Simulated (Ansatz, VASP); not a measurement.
One calculation of BaZrO3, two programs

```
CELL_PARAMETERS angstrom
4.22692 0.00000 0.00000
0.00000 4.22692 0.00000
0.00000 0.00000 4.22692
ATOMIC_POSITIONS crystal
Ba 0.00000 0.00000 0.00000
Zr 0.50000 0.50000 0.50000
O 0.00000 0.50000 0.50000
O 0.50000 0.00000 0.50000
O 0.50000 0.50000 0.00000
```

Alike in both runs: task single point; functional PBE; k mesh 6 × 6 × 6; occupations gaussian, width 0.02 eV; no spin polarisation.

|  | VASP | Ansatz |
| --- | --- | --- |
| version | VASP 6.6.1 | Ansatz 0.2.0 |
| potentials or method | VASP PAW PBE potentials, release 64 (Ba_sv, Zr_sv, O), cutoff 520 eV | scalar-relativistic, plane waves, PAW |
| valence electrons in the cell | 40 | 40 |

```tsv
	VASP	Ansatz	Ansatz less VASP
gap on the k mesh at the Fermi level (eV)	3.13	3.18	+0.047
least direct gap on the mesh (eV)	3.38	3.40	+0.021
```

Spin-orbit coupling is off throughout.
